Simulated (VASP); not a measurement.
# Sr (Im-3m) in VASP: settings compared, part 2 of 2

VASP 6.6.1. The steps go on from the part before.

## 3. Single point, PBE (volume scaled by 1.06)

INCAR reads:

```
  PREC = Accurate
  ENCUT = 520
  EDIFF = 1E-6
  ISMEAR = -1
  SIGMA = 0.05
  LREAL = F
  LASPH = T
  NELM = 60
  ALGO = Fast
  ISIF = 2
  LWAVE = F
  LCHARG = F
  GGA = PE
  NBANDS = 11
```

KPOINTS reads:

```
Automatic mesh
0
Gamma
  8 8 8
```

POSCAR reads:

```
Sr
1.0
   -2.4827572226      2.4827572226      2.4827572226
    2.4827572226     -2.4827572226      2.4827572226
    2.4827572226      2.4827572226     -2.4827572226
Sr
1
Direct
    0.0000000000      0.0000000000      0.0000000000
```

Potentials or basis: VASP PAW PBE potentials, release 64 (Sr_sv).

On the command line:

```sh
$ cat potpaw_PBE.64/Sr_sv/POTCAR > POTCAR
$ mpirun -np 1 vasp_std > vasp.out
```

It took 7 s on 1 thread of Intel Xeon 6975P-C (Granite Rapids), shared host; peak memory 0.18 GiB.

It converged, with:

```yaml
Free_energy: -1.6092 eV
Pressure: -1.2 GPa
Band_gap_on_the_k_mesh: zero (band 5 reaches 1.55 eV, above the bottom of band 6 at 1.23 eV)
```

Levels at points of the mesh, in eV from the Fermi level:
| k point | band 3 | band 4 | band 5 | band 6 | band 7 | band 8 |
| --- | --- | --- | --- | --- | --- | --- |
| (0.00, 0.00, 0.00) | -18.74 | -18.74 | -3.49 | 2.23 | 2.23 | 2.23 |
| (0.50, 0.00, 0.00) | -18.79 | -18.74 | -0.95 | 0.09 | 1.20 | 3.22 |
| (0.50, 0.50, 0.50) | -18.84 | -18.84 | -0.02 | -0.02 | 3.21 | 3.21 |

Caveat: the cell differs from its parent crystal (volume scaled by 1.06).

## 4. Single point, LDA

This run uses another cell than the first one, of 57.75 Å³/atom, 0.962 times its volume.

INCAR reads:

```
SYSTEM = Sr
PREC = Accurate
ENCUT = 520
EDIFF = 1E-6
ISMEAR = 0
SIGMA = 0.1
LREAL = .False.
LASPH = .True.
NELM = 60
ALGO = Fast
ISIF = 2
LWAVE = .False.
LCHARG = .False.
GGA = CA
NBANDS = 11
```

KPOINTS reads:

```
Automatic mesh
0
Gamma
  8 8 8
  0 0 0
```

POSCAR reads:

```
Sr
1.0
   -2.4350000000      2.4350000000      2.4350000000
    2.4350000000     -2.4350000000      2.4350000000
    2.4350000000      2.4350000000     -2.4350000000
Sr
1
Direct
    0.0000000000      0.0000000000      0.0000000000
```

Potentials or basis: VASP PAW LDA potentials, release 64 (Sr_sv).

On the command line:

```sh
$ cat potpaw_LDA.64/Sr_sv/POTCAR > POTCAR
$ mpirun -np 1 vasp_std > vasp.out
```

OUTCAR:

```text
SYSTEM = Sr
   PREC = Accurate
   ENCUT = 520
   EDIFF = 1E-6
   ISMEAR = 0
   LREAL = .False.
   LASPH = .True.
   NELM = 60
   ISIF = 2
   GGA = CA

 ion  position               nearest neighbor table
   1  0.000  0.000  0.000-

  LATTYP: Found a body centered cubic cell.
 ALAT       =     4.8700000000

  Lattice vectors:

 A1 = (  -2.4350000000,   2.4350000000,   2.4350000000)
 A2 = (   2.4350000000,  -2.4350000000,   2.4350000000)
 A3 = (   2.4350000000,   2.4350000000,  -2.4350000000)

Analysis of symmetry for initial positions (statically):
=====================================================================
 Subroutine PRICEL returns:
 Original cell was already a primitive cell.

 Routine SETGRP: Setting up the symmetry group for a
 body centered cubic supercell.

 Subroutine GETGRP returns: Found 48 space group operations
 (whereof 48 operations were pure point group operations)
 out of a pool of 48 trial point group operations.

The static configuration has the point symmetry O_h .

Analysis of symmetry for dynamics (positions and initial velocities):
[... 160 lines left out ...]
 val. band max:        1.2611324823   @ k =   0.5000   0.5000   0.3750
 cond. band min:       1.3010877297   @ k =   0.5000   0.5000   0.2500
 fundamental gap:      0.0399552474
 Fermi energy:         1.2708683032

 k-point     1 :       0.0000    0.0000    0.0000
  band No.  band energies     occupation
      1     -35.2948      2.00000
      2     -17.2835      2.00000
      3     -17.2835      2.00000
      4     -17.2835      2.00000
      5      -2.3212      2.00000
      6       3.4573      0.00000
      7       3.4573      0.00000
      8       3.4573      0.00000
      9       4.7459      0.00000
     10       4.7459      0.00000
     11       9.2230      0.00000
[... 309 lines left out ...]
 k-point    24 :      -0.3750    0.3750    0.2500
  band No.  band energies     occupation
      1     -35.2791      2.00000
      2     -17.4114      2.00000
      3     -17.3654      2.00000
      4     -17.3478      2.00000
      5       0.3705      2.00000
      6       1.8199      0.00000
      7       3.2525      0.00000
      8       3.3746      0.00000
      9       4.5394      0.00000
     10       5.2858      0.00000
     11       7.4969      0.00000

 [... further k-points ...]
[... 5 lines left out ...]
  --------------------------------------------------------------------------------------
  -------------------------------------------------------------------------------------
  Total       -0.6996991     -0.6996991     -0.6996991      0.0000000      0.0000000     -0.0000000
  in kB      -19.4117636    -19.4117636    -19.4117636      0.0000000      0.0000000     -0.0000000
  external PRESSURE =     -19.4117636 kB  Pullay stress =       0.0000000 kB

 VOLUME and BASIS-vectors are now :
 -----------------------------------------------------------------------------
  energy-cutoff  :      520.00
  volume of cell :       57.75
      direct lattice vectors                 reciprocal lattice vectors
    -2.435000000  2.435000000  2.435000000     0.000000000  0.205338809  0.205338809
     2.435000000 -2.435000000  2.435000000     0.205338809  0.000000000  0.205338809
     2.435000000  2.435000000 -2.435000000     0.205338809  0.205338809  0.000000000

 POSITION                                       TOTAL-FORCE (eV/Angst)
 -----------------------------------------------------------------------------------
      0.00000      0.00000      0.00000        -0.000000     -0.000000      0.000000
 -----------------------------------------------------------------------------------
    total drift:                               -0.000000      0.000000     -0.000000

  FREE ENERGIE OF THE ION-ELECTRON SYSTEM (eV)
  ---------------------------------------------------
  free  energy   TOTEN  =        -1.8349957396 eV

  energy  without entropy=       -1.8309674701  energy(sigma->0) =       -1.83298160
```

OSZICAR:

```text
N       E                     dE             d eps       ncg     rms          rms(c)
DAV:   1     0.346934246786E+02    0.34693E+02   -0.45472E+03   638   0.774E+02
DAV:   2    -0.200387704024E+00   -0.34894E+02   -0.34358E+02   757   0.153E+02
DAV:   3    -0.178654718800E+01   -0.15862E+01   -0.15648E+01   982   0.237E+01
DAV:   4    -0.183414003606E+01   -0.47593E-01   -0.47476E-01   822   0.386E+00
DAV:   5    -0.183509539666E+01   -0.95536E-03   -0.95515E-03   920   0.393E-01    0.102E+01
RMM:   6    -0.183499397405E+01    0.10142E-03   -0.58685E-03   671   0.952E-01    0.570E+00
RMM:   7    -0.183477093988E+01    0.22303E-03   -0.10942E-02   715   0.133E+00    0.294E-01
RMM:   8    -0.183488149660E+01   -0.11056E-03   -0.32279E-03   843   0.405E-01    0.612E-02
RMM:   9    -0.183497233171E+01   -0.90835E-04   -0.67754E-04   978   0.119E-01    0.578E-02
RMM:  10    -0.183498998782E+01   -0.17656E-04   -0.95661E-05   926   0.564E-02    0.791E-02
RMM:  11    -0.183499497771E+01   -0.49899E-05   -0.30478E-05   953   0.262E-02    0.997E-03
RMM:  12    -0.183499573964E+01   -0.76193E-06   -0.56063E-06   766   0.983E-03
   1 F= -.18349957E+01 E0= -.18329816E+01  d E =-.402827E-02
```

Wall time 7.8 s (1 thread of Intel Xeon Platinum 8375C at 2.90GHz (Ice Lake), shared host); peak memory 0.16 GiB.

Results:

```yaml
Free_energy: -1.8350 eV
Pressure: -1.9 GPa
Band_gap_on_the_k_mesh: zero (band 5 reaches 1.59 eV, above the bottom of band 6 at 1.17 eV)
```

## 5. Single point, PBEsol

This run uses another cell than the first one, of 57.75 Å³/atom, 0.962 times its volume.

INCAR reads:

```
PREC     = Accurate       # precision mode
ENCUT    = 520            # plane-wave cutoff, eV
EDIFF    = 1E-7           # SCF threshold, eV
ISMEAR   = 0              # smearing method
SIGMA    = 0.1            # smearing width, eV
LREAL    = False          # projectors in reciprocal space
LASPH    = True           # aspherical terms in the spheres
NELM     = 80             # most SCF steps
ALGO     = Normal         # electronic algorithm
ISIF     = 2              # what is computed and relaxed
LWAVE    = False          # write WAVECAR
LCHARG   = False          # write CHGCAR
GGA      = PS             # functional
NBANDS   = 11             # bands
```

KPOINTS reads:

```
regular mesh
0
Gamma
  8 8 8
```

POSCAR is that of step 4.

Potentials or basis: VASP PAW PBE potentials, release 64 (Sr_sv).

On the command line:

```sh
$ cat potpaw_PBE.64/Sr_sv/POTCAR > POTCAR
$ mpirun -np 1 vasp_std > vasp.out
```

It took 8.4 s on 1 thread of Intel Xeon Platinum 8375C at 2.90GHz (Ice Lake), shared host; peak memory 0.17 GiB.

The run converged. Its results:

```yaml
Free_energy: -1.8136 eV
Pressure: -1.3 GPa
Band_gap_on_the_k_mesh: zero (band 5 reaches 1.67 eV, above the bottom of band 6 at 1.27 eV)
```

Levels at points of the mesh, in eV from the Fermi level:
```csv
k point,band 1,band 2,band 3,band 4,band 5,band 6,band 7,band 8,band 9,band 10
"(0.00, 0.00, 0.00)",-36.64,-18.55,-18.55,-18.55,-3.59,2.29,2.29,2.29,3.57,3.57
"(0.50, 0.00, 0.00)",-36.63,-18.72,-18.61,-18.55,-1.00,0.16,1.19,3.36,4.03,5.18
"(0.50, 0.50, 0.50)",-36.62,-18.67,-18.67,-18.67,-0.08,-0.08,3.41,3.41,3.41,4.80
```

Caveat: the PAW data sets were made with another functional, which shifts forces and pressure a little.

## 6. Single point, PBEsol

This run uses another cell than the first one, of 57.75 Å³/atom, 0.962 times its volume.

INCAR reads:

```
ALGO     = Fast           # electronic algorithm
EDIFF    = 1E-7           # SCF threshold, eV
ENCUT    = 520            # plane-wave cutoff, eV
GGA      = PS             # functional
ISIF     = 2              # what is computed and relaxed
ISMEAR   = 0              # smearing method
LASPH    = T              # aspherical terms in the spheres
LCHARG   = F              # write CHGCAR
LREAL    = F              # projectors in reciprocal space
LWAVE    = F              # write WAVECAR
NBANDS   = 11             # bands
NELM     = 80             # most SCF steps
PREC     = Accurate       # precision mode
SIGMA    = 0.1            # smearing width, eV
```

KPOINTS reads:

```
k-points
0
Gamma
  8 8 8
```

POSCAR reads:

```
Sr
1.0
    4.2175437200      0.0000000000      0.0000000000
   -1.4058479064      3.9763383526      0.0000000000
   -1.4058479064     -1.9881691756      3.4436100278
Sr
1
Direct
    0.0000000000      0.0000000000      0.0000000000
```

Potentials or basis: VASP PAW PBE potentials, release 64 (Sr_sv).

On the command line:

```sh
$ cat potpaw_PBE.64/Sr_sv/POTCAR > POTCAR
$ mpirun -np 1 vasp_std > vasp.out
```

Wall time 12 s (1 thread of Intel Xeon Platinum 8375C at 2.90GHz (Ice Lake), shared host); peak memory 0.17 GiB.

Results (log left out):

| Item | Value |
| --- | --- |
| Free energy | -1.8136 eV |
| Pressure | -1.3 GPa |
| Band gap on the k mesh | zero (band 5 reaches 1.67 eV, above the bottom of band 6 at 1.27 eV) |

Levels at points of the mesh, in eV from the Fermi level:
| k point | band 3 | band 4 | band 5 | band 6 | band 7 | band 8 |
| --- | --- | --- | --- | --- | --- | --- |
| (0.00, 0.00, 0.00) | -18.55 | -18.55 | -3.59 | 2.29 | 2.29 | 2.29 |
| (0.50, 0.00, 0.00) | -18.61 | -18.55 | -1.00 | 0.16 | 1.19 | 3.36 |
| (0.50, 0.50, 0.50) | -18.67 | -18.67 | -0.08 | -0.08 | 3.41 | 3.41 |

Caveat: the PAW data sets were made with another functional, which shifts forces and pressure a little.

## 7. Summary

```csv
level,potentials or basis,cell,smearing,further INCAR settings,gap on the mesh (eV),pressure (GPa)
PBE,"VASP PAW PBE potentials, release 64 (Sr_sv)","a = 4.273 Å, angles 109.5°, 1 atom",fermi-dirac 0.05 eV,ALGO = Fast; EDIFF = 1e-06; NBANDS = 11,none,-1.0
PBE,"VASP PAW PBE potentials, release 64 (Sr_sv)","a = 4.300 Å, angles 109.5°, 1 atom",fermi-dirac 0.05 eV,ALGO = Fast; EDIFF = 1e-06; NBANDS = 11,none,-1.2
LDA,"VASP PAW LDA potentials, release 64 (Sr_sv)","a = 4.218 Å, angles 109.5°, 1 atom",gaussian 0.1 eV,ALGO = Fast; EDIFF = 1e-06; NBANDS = 11,none,-1.9
PBEsol,"VASP PAW PBE potentials, release 64 (Sr_sv)","a = 4.218 Å, angles 109.5°, 1 atom",gaussian 0.1 eV,ALGO = Fast; EDIFF = 1e-07; NBANDS = 11,none,-1.3
```

Alike in all rows: task single point; no spin polarisation; k mesh 8 × 8 × 8; cutoff (eV) 520.

Caveats: the PAW data sets were made with another functional, which shifts forces and pressure a little (some runs).

Total energies depend on the potentials used, so only differences within one code and one set of settings carry meaning.
